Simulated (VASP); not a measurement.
# Se (R-3m) in VASP: a series of runs

Se is run at these levels: PBE; tasks: single point.

All numbers are computed with VASP 6.6.1; they aren't measurements. Logs are shortened: lines on timing, memory, paths and dates and some standing lists are left out, and cuts for length are marked.

## Step 1: The cell of the first run

It takes space group R-3m (No. 166, trigonal). The conventional cell has a = 3.850 Å, b = 3.850 Å, c = 2.645 Å, α = 90.00°, β = 90.00°, γ = 120.00°. Within 3.2 Å of Se (site symmetry -3m) lie 14 Se at 2.39 to 2.84 Å.

## Step 2: Single point, PBE

INCAR

```
ALGO     = Normal         # electronic algorithm
EDIFF    = 1E-7           # SCF threshold, eV
ENCUT    = 520            # plane-wave cutoff, eV
GGA      = PE             # functional
ISIF     = 2              # what is computed and relaxed
ISMEAR   = 1              # smearing method
LASPH    = T              # aspherical terms in the spheres
LCHARG   = F              # write CHGCAR
LREAL    = F              # projectors in reciprocal space
LWAVE    = F              # write WAVECAR
NBANDS   = 9              # bands
NELM     = 80             # most SCF steps
PREC     = Accurate       # precision mode
SIGMA    = 0.1            # smearing width, eV
```

KPOINTS

```
k-points
0
Gamma
  7 7 7
```

POSCAR

```
Se
1.0
    1.9250000000      1.1113992700      0.8816666700
   -1.9250000000      1.1113992700      0.8816666700
    0.0000000000     -2.2227985400      0.8816666700
Se
1
Direct
    0.0000000000      0.0000000000      0.0000000000
```

Potentials or basis: VASP PAW PBE potentials, release 64 (Se).

Started as:

```
cat potpaw_PBE.64/Se/POTCAR > POTCAR
mpirun -np 1 vasp_std > vasp.out
```

OUTCAR:

```text
EDIFF = 1E-7
   ENCUT = 520
   GGA = PE
   ISIF = 2
   ISMEAR = 1
   LASPH = T
   LREAL = F
   NELM = 80
   PREC = Accurate

 ion  position               nearest neighbor table
   1  0.000  0.000  0.000-

  LATTYP: Found a trigonal (rhomboedric) cell.
 ALAT       =     2.3912694232
 COS(alpha) =    -0.2960878580

  Lattice vectors:

 A1 = (   1.9250000000,   1.1113992700,   0.8816666700)
 A2 = (  -1.9250000000,   1.1113992700,   0.8816666700)
 A3 = (   0.0000000000,  -2.2227985400,   0.8816666700)

Analysis of symmetry for initial positions (statically):
=====================================================================
 Subroutine PRICEL returns:
 Original cell was already a primitive cell.

 Routine SETGRP: Setting up the symmetry group for a
 trigonal (rhombohedral) supercell.

 Subroutine GETGRP returns: Found 12 space group operations
 (whereof 12 operations were pure point group operations)
 out of a pool of 12 trial point group operations.

The static configuration has the point symmetry D_3d.

Analysis of symmetry for dynamics (positions and initial velocities):
=====================================================================
 Subroutine PRICEL returns:
 Original cell was already a primitive cell.

 Routine SETGRP: Setting up the symmetry group for a
 trigonal (rhombohedral) supercell.

 Subroutine GETGRP returns: Found 12 space group operations
 (whereof 12 operations were pure point group operations)
 out of a pool of 12 trial point group operations.

The dynamic configuration has the point symmetry D_3d.

 Subroutine INISYM returns: Found 12 space group operations
 (whereof 12 operations are pure point group operations),
 and found     1 'primitive' translations

----------------------------------------------------------------------------------------

                                     Primitive cell

  volume of cell :      11.3177

  direct lattice vectors                    reciprocal lattice vectors
     1.925000000  1.111399270  0.881666670     0.259740260  0.149961109  0.378071832
    -1.925000000  1.111399270  0.881666670    -0.259740260  0.149961109  0.378071832
     0.000000000 -2.222798540  0.881666670     0.000000000 -0.299922217  0.378071832

  length of vectors
     2.391269423  2.391269423  2.391269426     0.482588486  0.482588486  0.482588486

  position of ions in fractional coordinates (direct lattice)
     0.000000000  0.000000000  0.000000000

  ion indices of the primitive-cell ions
   primitive index   ion index
                 1           1

----------------------------------------------------------------------------------------

 KPOINTS: k-points

Automatic generation of k-mesh.
 Grid dimensions read from file:
 generate k-points for:    7    7    7

 Generating k-lattice:

  Cartesian coordinates                     Fractional coordinates (reciprocal lattice)
     0.037105751  0.021423016  0.054010262     0.142857143  0.000000000  0.000000000
    -0.037105751  0.021423016  0.054010262     0.000000000  0.142857143  0.000000000
     0.000000000 -0.042846031  0.054010262     0.000000000  0.000000000  0.142857143

  Length of vectors
     0.068941212  0.068941212  0.068941212

  Shift w.r.t. Gamma in fractional coordinates (k-lattice)
     0.000000000  0.000000000  0.000000000

 Subroutine IBZKPT returns following result:
 ===========================================

 Found     44 irreducible k-points:

 Following reciprocal coordinates:
            Coordinates               Weight
  0.000000  0.000000  0.000000      1.000000
  0.142857  0.000000  0.000000      6.000000
  0.285714  0.000000  0.000000      6.000000
  0.428571 -0.000000  0.000000      6.000000
  0.142857  0.142857  0.000000      6.000000
  0.285714  0.142857 -0.000000     12.000000
[... 16 lines left out ...]
  0.285714  0.285714  0.142857      6.000000
  0.428571  0.285714  0.142857     12.000000
 [... further k-points ...]
   k-points           NKPTS =     44   k-points in BZ     NKDIM =     44   number of bands    NBANDS=      9
   number of dos      NEDOS =    301   number of ions     NIONS =      1
   total plane-waves  NPLWV =   5832
   dimension x,y,z NGX =    18 NGY =   18 NGZ =   18
   dimension x,y,z NGXF=    36 NGYF=   36 NGZF=   36
   ions per type =               1
   NGX,Y,Z   is equivalent  to a cutoff of  12.51, 12.51, 12.51 a.u.
   NGXF,Y,Z  is equivalent  to a cutoff of  25.03, 25.03, 25.03 a.u.
 SYSTEM =  unknown system
   PREC   = accura    normal or accurate (medium, high low for compatibility)
   ISTART =      0    job   : 0-new  1-cont  2-samecut
   ICHARG =      2    charge: 1-file 2-atom 10-const
   ISPIN  =      1    spin polarized calculation?
   LNONCOLLINEAR =      F non collinear calculations
   LSORBIT =      F    spin-orbit coupling
   LASPH  =      T    aspherical Exc in radial PAW
   ENCUT  =  520.0 eV  38.22 Ry    6.18 a.u.   4.45  4.45  4.45*2*pi/ulx,y,z
   NELM   =     80;   NELMIN=  2; NELMDL= -5     # of ELM steps
   EDIFF  = 0.1E-06   stopping-criterion for ELM
   LREAL  =      F    real-space projection
   EDIFFG = 0.1E-05   stopping-criterion for IOM
   NSW    =      0    number of steps for IOM
   IBRION =     -1    ionic relax: 0-MD 1-quasi-New 2-CG
   NFREE  =      0    steps in history (QN), initial steepest desc. (CG)
   ISIF   =      2    stress and relaxation
   ISYM   =      2    0-nonsym 1-usesym 2-fastsym
   POTIM  = 0.5000    time-step for ionic-motion
   TEBEG  =    0.0;   TEEND  =   0.0 temperature during run
   PSTRESS=    0.0 pullay stress
   NELECT =       6.0000    total number of electrons
   NUPDOWN=      -1.0000    fix difference up-down
   EMIN   =  10.00;   EMAX   =-10.00  energy-range for DOS
   EFERMI =   0.00;   METHOD = LEGACY
   ISMEAR =     1;   SIGMA  =   0.10  broadening in eV -4-tet -1-fermi 0-gaus
   EFERMI_NEDOS =   21; number of points for ismear=-14 and -15
   IALGO  =     38    algorithm
   IMIX   =      4    mixing-type and parameters
     AMIX     =   0.40;   BMIX     =  1.00
     AMIX_MAG =   1.60;   BMIX_MAG =  1.00
  volume/ion in A,a.u.               =      11.32        76.38
  Fermi-wavevector in a.u.,A,eV,Ry     =   1.324971  2.503832 23.885687  1.755548
  Thomas-Fermi vector in A             =   2.454466
   LORBIT       =      0    0 simple, 1 ext, 2 COOP (PROOUT), +10 PAW based schemes
   GGA     = PE    functional components
   LHFCALC =     F    Hartree Fock is set to
   AEXX    =    0.0000 exact exchange contribution
   IVDW    =     0    specifies the selected vdW correction
   LEPSILON=     F    determine dielectric tensor
   LRPA    =     F    only Hartree local field effects (RPA)
 non-spin polarized calculation
 Methfessel and Paxton  Order N= 1 SIGMA  =   0.10
  energy-cutoff  :      520.00
  volume of cell :       11.32
 maximum number of plane-waves:       313
 NGX is ok and might be reduce to    18
   NGX =  9   NGY =  9   NGZ =  9

 number of electron       6.0000000 magnetization

 Free energy of the ion-electron system (eV)
  ---------------------------------------------------
  ext. energy  EPLUGINS =         0.00000000
  ---------------------------------------------------
  free energy    TOTEN  =        -0.37392028 eV

  energy without entropy =       -0.37372161  energy(sigma->0) =       -0.37385406

 E-fermi :  14.4813     XC(G=0): -13.4412

 val. band max:       14.3308412232   @ k =  -0.4286  -0.4286   0.2857
 cond. band min:      14.5054319214   @ k =   0.1429   0.1429   0.0000
 fundamental gap:      0.1745906981
 Fermi energy:        14.4812966649

 k-point     1 :       0.0000    0.0000    0.0000
  band No.  band energies     occupation
      1      -8.7817      2.00000
      2      20.3978      0.00000
      3      22.6739      0.00000
      4      22.6739      0.00000
      5      27.2712      0.00000
      6      27.2712      0.00000
      7      29.7166      0.00000
      8      33.3883      0.00000
      9      33.3886      0.00000

 k-point     2 :       0.1429    0.0000    0.0000
  band No.  band energies     occupation
      1      -8.0792      2.00000
      2      16.1708     -0.00000
      3      19.9735      0.00000
      4      21.7109      0.00000
      5      26.4535      0.00000
      6      27.8821      0.00000
      7      31.6486      0.00000
      8      32.3912      0.00000
      9      33.5210      0.00000

 k-point     3 :       0.2857    0.0000    0.0000
  band No.  band energies     occupation
      1      -5.9888      2.00000
      2       9.1250      2.00000
      3      17.8806      0.00000
      4      20.3113      0.00000
      5      24.2417      0.00000
      6      25.5454      0.00000
      7      34.0312      0.00000
      8      36.0683      0.00000
      9      37.1245      0.00000

 k-point     4 :       0.4286   -0.0000    0.0000
  band No.  band energies     occupation
      1      -2.7037      2.00000
      2       3.1733      2.00000
      3      16.7053      0.00000
      4      19.5431      0.00000
      5      22.7752      0.00000
      6      24.2537      0.00000
      7      37.2664      0.00000
      8      39.1194      0.00000
      9      42.0375      0.00000

 k-point     5 :       0.1429    0.1429    0.0000
  band No.  band energies     occupation
      1      -6.8016      2.00000
      2      13.2029      2.00000
      3      14.5054      0.60440
      4      19.0960      0.00000
      5      27.4151      0.00000
      6      29.3686      0.00000
      7      32.7061      0.00000
      8      34.9030      0.00000
      9      37.4362      0.00000

 k-point     6 :       0.2857    0.1429   -0.0000
  band No.  band energies     occupation
      1      -4.1789      2.00000
      2       7.0407      2.00000
      3      12.5866      2.00000
      4      17.8527      0.00000
      5      26.0208      0.00000
      6      29.7125      0.00000
      7      32.9364      0.00000
      8      40.0513      0.00000
      9      41.1724      0.00000
[... 169 lines left out ...]
 k-point    21 :      -0.2857    0.1429    0.1429
  band No.  band energies     occupation
      1      -6.3142      2.00000
      2      14.2593      2.00737
      3      16.6046      0.00000
      4      17.5143      0.00000
      5      23.9938      0.00000
      6      25.4450      0.00000
      7      31.8132      0.00000
      8      34.7288      0.00000
      9      35.7832      0.00000

 k-point    22 :      -0.1429    0.1429    0.1429
  band No.  band energies     occupation
      1      -7.2573      2.00000
      2      16.3727     -0.00000
      3      16.9347      0.00000
      4      19.3330      0.00000
      5      24.9406      0.00000
      6      27.7847      0.00000
      7      29.7158      0.00000
      8      31.7651      0.00000
      9      36.0345      0.00000

 k-point    23 :       0.2857    0.2857    0.1429
  band No.  band energies     occupation
      1       0.9448      2.00000
      2       5.7666      2.00000
      3       5.8441      2.00000
      4      11.1125      2.00000
      5      34.1771      0.00000
      6      35.9548      0.00000
      7      37.7443      0.00000
      8      40.1697      0.00000
      9      41.1930      0.00000

 k-point    24 :       0.4286    0.2857    0.1429
  band No.  band energies     occupation
      1      -0.1148      2.00000
      2       5.4526      2.00000
      3       8.7240      2.00000
      4      12.4092      2.00000
      5      28.2074      0.00000
      6      32.2207      0.00000
      7      35.6948      0.00000
      8      38.1773      0.00000
      9      39.5124      0.00000

 [... further k-points ...]
[... 5 lines left out ...]
  --------------------------------------------------------------------------------------
  -------------------------------------------------------------------------------------
  Total       12.1347562     12.1347562     10.1420989      0.0000000      0.0000000      0.0000000
  in kB     1717.8495366   1717.8495422   1435.7601980      0.0000000      0.0000000      0.0000000
  external PRESSURE =    1623.8197590 kB  Pullay stress =       0.0000000 kB

 VOLUME and BASIS-vectors are now :
 -----------------------------------------------------------------------------
  energy-cutoff  :      520.00
  volume of cell :       11.32
      direct lattice vectors                 reciprocal lattice vectors
     1.925000000  1.111399270  0.881666670     0.259740260  0.149961109  0.378071832
    -1.925000000  1.111399270  0.881666670    -0.259740260  0.149961109  0.378071832
     0.000000000 -2.222798540  0.881666670     0.000000000 -0.299922217  0.378071832

 POSITION                                       TOTAL-FORCE (eV/Angst)
 -----------------------------------------------------------------------------------
      0.00000      0.00000      0.00000         0.000000      0.000000      0.000000
 -----------------------------------------------------------------------------------
    total drift:                               -0.000000      0.000000      0.000000

  FREE ENERGIE OF THE ION-ELECTRON SYSTEM (eV)
  ---------------------------------------------------
  free  energy   TOTEN  =        -0.3739202793 eV

  energy  without entropy=       -0.3737216144  energy(sigma->0) =       -0.37385406
```

Run time: 2.3 s. Hardware: 1 thread of Intel Xeon 6975P-C (Granite Rapids), shared host; peak memory 0.11 GiB.

What came out:

```
Free energy            : -0.3739 eV
Pressure               : 162.4 GPa
Band gap on the k mesh : zero (band 3 reaches 22.67 eV, above the bottom of band 4 at 8.72 eV)
```

Levels at points of the mesh, in eV from the Fermi level:
| k point | band 1 | band 2 | band 3 | band 4 | band 5 | band 6 |
| --- | --- | --- | --- | --- | --- | --- |
| (0.00, 0.00, 0.00) | -23.26 | 5.92 | 8.19 | 8.19 | 12.79 | 12.79 |

Caveat: the k points lie up to 0.43 Å⁻¹ apart.

[end of part 1 of 2]
